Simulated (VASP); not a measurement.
## TeP: single point with PBE

TeP:

```xyz
4
Lattice="4.1613 0.0000 0.0000 -2.0806 3.6038 0.0000 0.0000 0.0000 5.9030" Properties=species:S:1:pos:R:3 pbc="T T T"
Te    0.0000    2.4025    1.4757
Te    2.0806    1.2013    4.4272
P     0.0000    0.0000    0.0000
P     0.0000    0.0000    2.9515
```

The cell was built from a structure type or drawn by symmetry, and may not be a known phase.

```yaml
Program: VASP 6.6.1
Task: single point
Functional: PBE
Potentials_or_basis: VASP PAW PBE potentials, release 64 (Te, P)
Cutoff: 520 eV
k_mesh: 6 × 6 × 4
Occupations: gaussian, width 0.1 eV
Spin: no spin polarisation
```

```
Pressure               : 6.6 GPa
Band gap on the k mesh : zero (bands 11 and 12 overlap by 3.04 eV)
```

Stress tensor (GPa, compression positive):
```
5.35 0.00 0.00
0.00 5.35 0.00
0.00 0.00 9.07
```

Levels at points of the mesh, in eV from the Fermi level:
| k point | band 7 | band 8 | band 9 | band 10 | band 11 | band 12 | band 13 | band 14 | band 15 | band 16 |
| --- | --- | --- | --- | --- | --- | --- | --- | --- | --- | --- |
| (0.00, 0.00, 0.00) | -2.59 | -2.59 | -2.49 | -1.03 | -1.03 | -0.94 | -0.84 | 1.73 | 1.73 | 3.46 |
| (0.50, 0.00, 0.00) | -5.71 | -1.95 | -1.93 | -1.69 | -1.64 | -1.02 | 1.83 | 3.87 | 4.16 | 4.91 |
| (0.00, 0.00, 0.50) | -3.42 | -3.42 | -3.02 | -3.02 | -0.11 | -0.11 | -0.11 | -0.11 | 1.08 | 1.08 |
| (0.50, 0.00, 0.50) | -4.66 | -4.66 | -3.20 | -3.20 | 0.78 | 0.78 | 2.17 | 2.17 | 2.79 | 2.79 |

It took 44 s on 1 thread of AMD EPYC 7R43 64-Core Processor (Zen 3) (shared host), peak memory 0.18 GiB.

Caveat: the cell stands under pressure; spin-orbit coupling is left out, which moves the levels of the heavy elements.
